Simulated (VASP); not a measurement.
Write the native input for VASP 6.6.1 that does the following.

```yaml
Task: relaxation of the atoms
Functional: RPBE
Dispersion: D3(BJ)
Potentials_or_basis: VASP PAW PBE potentials, release 64 (Nb_sv)
Cutoff: 450 eV
k_mesh: 11 × 11 × 11
Occupations: gaussian, width 0.1 eV
Spin: no spin polarisation
Hubbard_terms: Nb d U = 4.5 eV
Dipole_correction: no
Further_INCAR_settings: ALGO = Normal; EDIFF = 1e-07; IBRION = 2; EDIFFG = -0.01; NSW = 80
```

The structure of Nb lies in POSCAR:

```
Nb
1.0
   -1.6174240000      1.6496260000      1.6663620000
    1.6295990000     -1.6814610000      1.7103730000
    1.6325900000      1.6966270000     -1.6981970000
Nb
1
Direct
   -0.0264050000     -0.0011800000      0.0021790000
```

This cell differs from its parent crystal: the cell strained at random.

One way to write it, as run:

INCAR

```
SYSTEM = Nb
PREC = Accurate
ENCUT = 450
EDIFF = 1E-7
ISMEAR = 0
SIGMA = 0.1
LREAL = .False.
LASPH = .True.
NELM = 200
ALGO = Normal
ISIF = 2
LWAVE = .False.
LCHARG = .False.
LMAXMIX = 4
LDAU = .True.
LDAUTYPE = 2
LDAUL = 2
LDAUU = 4.5
LDAUJ = 0
LDAUPRINT = 1
GGA = RP
IVDW = 12
IBRION = 2
NSW = 80
EDIFFG = -0.01
GGA_COMPAT = .False.
NELMIN = 4
KPAR = 4
```

KPOINTS

```
regular mesh
0
Gamma
  11 11 11
  0 0 0
```

Potentials or basis: VASP PAW PBE potentials, release 64 (Nb_sv).

The run is started by

```console
$ cat potpaw_PBE.64/Nb_sv/POTCAR > POTCAR
$ mpirun -np 4 vasp_std > vasp.out
```

Results of the run:

* Pressure after relaxing: -33.2 GPa
* Band gap on the k mesh: zero (an odd number of electrons rules out a gap without spin polarisation)
* Dispersion energy per atom: -4.424 eV

Caveat: the cell differs from its parent crystal (the cell strained at random); the relaxation stopped at its first step, so nothing moved; the PAW data sets were made with another functional, which shifts forces and pressure a little; U without spin polarisation on a metal has little footing; the U is typed as a test and isn't derived for this compound.

It took 19 s on 4 MPI ranks on AMD EPYC 7R13 Processor (Zen 3), on a shared host, peak memory 0.2 GiB a rank.
